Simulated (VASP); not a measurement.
# NbC4 (I4/mmm) in VASP: further runs, part 2 of 2

VASP 6.6.1.

### Step 3. Single point, PBE

This run uses another cell than the first one, of 10.23 Å³/atom, 0.993 times its volume.

File INCAR:

```
PREC = Accurate
ENCUT = 520
EDIFF = 1E-6
ISMEAR = 0
SIGMA = 0.1
LREAL = False
LASPH = True
NELM = 80
ALGO = Normal
ISIF = 2
LWAVE = False
LCHARG = True
GGA = PE
LELF = True
LVHAR = True
NBANDS = 22
```

File KPOINTS:

```
regular mesh
0
Gamma
  16 16 16
```

File POSCAR:

```
NbC4
1.0
   -3.1362453216      3.1362453216      1.3004217720
    3.1362453216     -3.1362453216      1.3004217720
    3.1362453216      3.1362453216     -1.3004217720
Nb C
1 4
Direct
    0.0000000000      0.0000000000      0.0000000000
    0.7205843245      0.7205843245      0.4411686491
    0.2794156755      0.2794156755      0.5588313509
    0.7205843245      0.2794156755      0.0000000000
    0.2794156755      0.7205843245      0.0000000000
```

Potentials or basis: VASP PAW PBE potentials, release 64 (Nb_sv, C).

Run with:

```console
cat potpaw_PBE.64/Nb_sv/POTCAR potpaw_PBE.64/C/POTCAR > POTCAR
mpirun -np 1 vasp_std > vasp.out
```

OUTCAR:

```text
PREC = Accurate
   ENCUT = 520
   EDIFF = 1E-6
   ISMEAR = 0
   LREAL = False
   LASPH = True
   NELM = 80
   ISIF = 2
   GGA = PE

 ion  position               nearest neighbor table
   1  0.000  0.000  0.000-   4 2.35   5 2.35   4 2.35   5 2.35   2 2.35   3 2.35   3 2.35   2 2.35
                             2 2.48   3 2.48   4 2.48   5 2.48
   2  0.721  0.721  0.441-   3 1.40   3 1.40   1 2.35   1 2.35   1 2.48
   3  0.279  0.279  0.559-   2 1.40   2 1.40   1 2.35   1 2.35   1 2.48
   4  0.721  0.279  0.000-   5 1.40   5 1.40   1 2.35   1 2.35   1 2.48
   5  0.279  0.721  0.000-   4 1.40   4 1.40   1 2.35   1 2.35   1 2.48

  LATTYP: Found a body centered tetragonal cell.
 ALAT       =     6.2724906432
 C/A-ratio  =     0.4146428735

  Lattice vectors:

 A1 = (  -3.1362453216,   3.1362453216,   1.3004217720)
 A2 = (   3.1362453216,  -3.1362453216,   1.3004217720)
 A3 = (   3.1362453216,   3.1362453216,  -1.3004217720)

Analysis of symmetry for initial positions (statically):
=====================================================================
 Subroutine PRICEL returns:
 Original cell was already a primitive cell.

 Routine SETGRP: Setting up the symmetry group for a
 body centered tetragonal supercell.

 Subroutine GETGRP returns: Found 16 space group operations
 (whereof 16 operations were pure point group operations)
 out of a pool of 16 trial point group operations.

The static configuration has the point symmetry D_4h.

Analysis of symmetry for dynamics (positions and initial velocities):
=====================================================================
 Subroutine PRICEL returns:
 Original cell was already a primitive cell.

 Routine SETGRP: Setting up the symmetry group for a
 body centered tetragonal supercell.

 Subroutine GETGRP returns: Found 16 space group operations
 (whereof 16 operations were pure point group operations)
 out of a pool of 16 trial point group operations.

The dynamic configuration has the point symmetry D_4h.

 Subroutine INISYM returns: Found 16 space group operations
 (whereof 16 operations are pure point group operations),
 and found     1 'primitive' translations

----------------------------------------------------------------------------------------

                                     Primitive cell

  volume of cell :      51.1640

  direct lattice vectors                    reciprocal lattice vectors
    -3.136245322  3.136245322  1.300421772     0.000000000  0.159426304  0.384490640
     3.136245322 -3.136245322  1.300421772     0.159426304  0.000000000  0.384490640
     3.136245322  3.136245322 -1.300421772     0.159426304  0.159426304  0.000000000

  length of vectors
     4.622030530  4.622030530  4.622030530     0.416232866  0.416232866  0.225462841

  position of ions in fractional coordinates (direct lattice)
     0.000000000  0.000000000  0.000000000
     0.720584325  0.720584325  0.441168649
     0.279415675  0.279415675  0.558831351
     0.720584325  0.279415675  0.000000000
     0.279415675  0.720584325  0.000000000

  ion indices of the primitive-cell ions
   primitive index   ion index
                 1           1
                 2           2
                 3           3
                 4           4
                 5           5

----------------------------------------------------------------------------------------

 KPOINTS: regular mesh

Automatic generation of k-mesh.
 Grid dimensions read from file:
 generate k-points for:   16   16   16

 Generating k-lattice:

  Cartesian coordinates                     Fractional coordinates (reciprocal lattice)
     0.000000000  0.009964144  0.024030665     0.062500000  0.000000000  0.000000000
     0.009964144  0.000000000  0.024030665     0.000000000  0.062500000  0.000000000
     0.009964144  0.009964144  0.000000000     0.000000000  0.000000000  0.062500000

  Length of vectors
     0.026014554  0.026014554  0.014091428

  Shift w.r.t. Gamma in fractional coordinates (k-lattice)
     0.000000000  0.000000000  0.000000000

 Subroutine IBZKPT returns following result:
 ===========================================

 Found    349 irreducible k-points:

 Following reciprocal coordinates:
            Coordinates               Weight
  0.000000  0.000000  0.000000      1.000000
  0.062500  0.000000 -0.000000      8.000000
  0.125000  0.000000 -0.000000      8.000000
  0.187500  0.000000  0.000000      8.000000
  0.250000  0.000000 -0.000000      8.000000
  0.312500  0.000000  0.000000      8.000000
[... 16 lines left out ...]
 -0.125000  0.062500  0.000000     16.000000
 -0.062500  0.062500  0.000000      4.000000
 [... further k-points ...]
   k-points           NKPTS =    349   k-points in BZ     NKDIM =    349   number of bands    NBANDS=     22
   number of dos      NEDOS =    301   number of ions     NIONS =      5
   total plane-waves  NPLWV =  46656
   dimension x,y,z NGX =    36 NGY =   36 NGZ =   36
   dimension x,y,z NGXF=    72 NGYF=   72 NGZF=   72
   ions per type =               1   4
   NGX,Y,Z   is equivalent  to a cutoff of  12.95, 12.95, 12.95 a.u.
   NGXF,Y,Z  is equivalent  to a cutoff of  25.90, 25.90, 25.90 a.u.
 SYSTEM =  unknown system
   PREC   = accura    normal or accurate (medium, high low for compatibility)
   ISTART =      0    job   : 0-new  1-cont  2-samecut
   ICHARG =      2    charge: 1-file 2-atom 10-const
   ISPIN  =      1    spin polarized calculation?
   LNONCOLLINEAR =      F non collinear calculations
   LSORBIT =      F    spin-orbit coupling
   LASPH  =      T    aspherical Exc in radial PAW
   ENCUT  =  520.0 eV  38.22 Ry    6.18 a.u.   8.59  8.59  8.59*2*pi/ulx,y,z
   NELM   =     80;   NELMIN=  2; NELMDL= -5     # of ELM steps
   EDIFF  = 0.1E-05   stopping-criterion for ELM
   LREAL  =      F    real-space projection
   EDIFFG = 0.1E-04   stopping-criterion for IOM
   NSW    =      0    number of steps for IOM
   IBRION =     -1    ionic relax: 0-MD 1-quasi-New 2-CG
   NFREE  =      0    steps in history (QN), initial steepest desc. (CG)
   ISIF   =      2    stress and relaxation
   ISYM   =      2    0-nonsym 1-usesym 2-fastsym
   POTIM  = 0.5000    time-step for ionic-motion
   TEBEG  =    0.0;   TEEND  =   0.0 temperature during run
   PSTRESS=    0.0 pullay stress
   NELECT =      29.0000    total number of electrons
   NUPDOWN=      -1.0000    fix difference up-down
   EMIN   =  10.00;   EMAX   =-10.00  energy-range for DOS
   EFERMI =   0.00;   METHOD = LEGACY
   ISMEAR =     0;   SIGMA  =   0.10  broadening in eV -4-tet -1-fermi 0-gaus
   EFERMI_NEDOS =   21; number of points for ismear=-14 and -15
   IALGO  =     38    algorithm
   IMIX   =      4    mixing-type and parameters
     AMIX     =   0.40;   BMIX     =  1.00
     AMIX_MAG =   1.60;   BMIX_MAG =  1.00
  volume/ion in A,a.u.               =      10.23        69.05
  Fermi-wavevector in a.u.,A,eV,Ry     =   1.354834  2.560265 24.974515  1.835575
  Thomas-Fermi vector in A             =   2.481972
   LORBIT       =      0    0 simple, 1 ext, 2 COOP (PROOUT), +10 PAW based schemes
   GGA     = PE    functional components
   LHFCALC =     F    Hartree Fock is set to
   AEXX    =    0.0000 exact exchange contribution
   IVDW    =     0    specifies the selected vdW correction
   LEPSILON=     F    determine dielectric tensor
   LRPA    =     F    only Hartree local field effects (RPA)
 non-spin polarized calculation
 Gauss-broadening in eV      SIGMA  =   0.10
  energy-cutoff  :      520.00
  volume of cell :       51.16
 maximum number of plane-waves:      1401
   NGX = 17   NGY = 17   NGZ = 17

 number of electron      29.0000002 magnetization

 Free energy of the ion-electron system (eV)
  ---------------------------------------------------
  ext. energy  EPLUGINS =         0.00000000
  ---------------------------------------------------
  free energy    TOTEN  =       -43.39745075 eV

  energy without entropy =      -43.38929592  energy(sigma->0) =      -43.39337333

 E-fermi :   8.2680     XC(G=0): -11.2729

 val. band max:        8.2666870266   @ k =  -0.2500  -0.3125   0.1875
 cond. band min:       8.2719596233   @ k =  -0.2500   0.4375   0.0625
 fundamental gap:      0.0052725967
 Fermi energy:         8.2680429495

 k-point     1 :       0.0000    0.0000    0.0000
  band No.  band energies     occupation
      1     -48.0871      2.00000
      2     -24.3169      2.00000
      3     -24.3169      2.00000
      4     -22.9846      2.00000
      5     -10.1992      2.00000
      6      -9.2997      2.00000
[... 574 lines left out ...]
      6      -9.2969      2.00000
[... 14 lines left out ...]
     21      13.3898      0.00000
     22      14.3574      0.00000

 [... further k-points ...]
[... 5 lines left out ...]
  --------------------------------------------------------------------------------------
  -------------------------------------------------------------------------------------
  Total       -0.0639767     -0.0639767      0.1149935      0.0000000      0.0000000      0.0000000
  in kB       -2.0034025     -2.0034025      3.6009719      0.0000000      0.0000000      0.0000000
  external PRESSURE =      -0.1352777 kB  Pullay stress =       0.0000000 kB

 VOLUME and BASIS-vectors are now :
 -----------------------------------------------------------------------------
  energy-cutoff  :      520.00
  volume of cell :       51.16
      direct lattice vectors                 reciprocal lattice vectors
    -3.136245322  3.136245322  1.300421772     0.000000000  0.159426304  0.384490640
     3.136245322 -3.136245322  1.300421772     0.159426304  0.000000000  0.384490640
     3.136245322  3.136245322 -1.300421772     0.159426304  0.159426304  0.000000000

 POSITION                                       TOTAL-FORCE (eV/Angst)
 -----------------------------------------------------------------------------------
      0.00000      0.00000      0.00000         0.000000     -0.000000      0.000000
      1.38361      1.38361      1.30042        -0.012261     -0.012261      0.000000
      1.75263      1.75263      0.00000         0.012261      0.012261     -0.000000
     -1.38361      1.38361      1.30042         0.012261     -0.012261      0.000000
      1.38361     -1.38361      1.30042        -0.012261      0.012261      0.000000
 -----------------------------------------------------------------------------------
    total drift:                               -0.000000      0.000000     -0.000000

  FREE ENERGIE OF THE ION-ELECTRON SYSTEM (eV)
  ---------------------------------------------------
  free  energy   TOTEN  =       -43.3974507508 eV

  energy  without entropy=      -43.3892959156  energy(sigma->0) =      -43.39337333
```

It took 3.2 min on 1 thread of Intel Xeon 6975P-C (Granite Rapids), shared host; peak memory 0.46 GiB.

What came out:

| Item | Value |
| --- | --- |
| Free energy | -43.3975 eV |
| Pressure | 0.0 GPa |
| Largest force | 0.017 eV/Å |

Forces in eV/Å, atoms in the order of the input:
```
Nb   0.000  0.000  0.000
C   -0.012 -0.012  0.000
C    0.012  0.012  0.000
C    0.012 -0.012  0.000
C   -0.012  0.012  0.000
```

Levels at points of the mesh, in eV from the Fermi level:
| k point | band 10 | band 11 | band 12 | band 13 | band 14 | band 15 | band 16 | band 17 | band 18 | band 19 |
| --- | --- | --- | --- | --- | --- | --- | --- | --- | --- | --- |
| (0.00, 0.00, 0.00) | -7.73 | -5.27 | -5.22 | -5.22 | -2.20 | 0.14 | 1.12 | 2.85 | 2.85 | 4.51 |
| (0.50, 0.00, 0.00) | -7.09 | -4.83 | -2.73 | -2.56 | -2.31 | -0.68 | -0.27 | 0.94 | 1.19 | 2.15 |
| (0.50, 0.50, 0.00) | -7.03 | -7.01 | -6.50 | -4.49 | 0.34 | 0.68 | 1.66 | 1.88 | 2.84 | 4.47 |
| (0.50, 0.50, 0.50) | -7.94 | -7.75 | -4.44 | -3.92 | 0.97 | 0.97 | 1.39 | 1.65 | 1.65 | 4.61 |
